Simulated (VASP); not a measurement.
Input of a VASP 6.6.1 run:

INCAR

```
SYSTEM = Ir
PREC = Accurate
ENCUT = 600
EDIFF = 1E-6
ISMEAR = -1
SIGMA = 0.05
LREAL = .FALSE.
LASPH = .TRUE.
NELM = 80
ALGO = Normal
ISIF = 3
LWAVE = .FALSE.
LCHARG = .FALSE.
GGA = B5
ALDAX = 1.0
AGGAX = 1.0
AGGAC = 1.0
ALDAC = 0.0
IBRION = 2
NSW = 80
EDIFFG = -0.01
```

KPOINTS

```
regular mesh
0
G
  12 12 12
  0 0 0
```

File POSCAR:

```
Ir
1.0
    0.0000000000      1.9156000000      1.9156000000
    1.9156000000      0.0000000000      1.9156000000
    1.9156000000      1.9156000000      0.0000000000
Ir
1
Direct
    0.0000000000      0.0000000000      0.0000000000
```

Potentials or basis: VASP PAW PBE potentials, release 64 (Ir).

Run with:

```sh
$ cat potpaw_PBE.64/Ir/POTCAR > POTCAR
$ mpirun -np 1 vasp_std > vasp.out
```

Q: What does it give for the relaxed cell?

A: a = 2.789 Å, b = 2.789 Å, c = 2.789 Å, α = 60.00°, β = 60.00°, γ = 60.00°.

Q: What does it give for the space group after relaxing (to 0.05 Å)?

A: Fm-3m (No. 225).

Q: Estimate the relaxed volume.

A: 15.35 Å³/atom.

Final structure:
```cif
data_structure
_symmetry_space_group_name_H-M 'P 1'
_symmetry_Int_Tables_number 1
_cell_length_a 2.7894
_cell_length_b 2.7894
_cell_length_c 2.7894
_cell_angle_alpha 60.000
_cell_angle_beta 60.000
_cell_angle_gamma 60.000
_cell_volume 15.35
loop_
_atom_site_label
_atom_site_type_symbol
_atom_site_fract_x
_atom_site_fract_y
_atom_site_fract_z
_atom_site_occupancy
Ir1 Ir 0.00000 0.00000 0.00000 1
```

Caveat: the PAW data sets were made with another functional, which shifts forces and pressure a little. BLYP gives volumes clearly too large for solids.
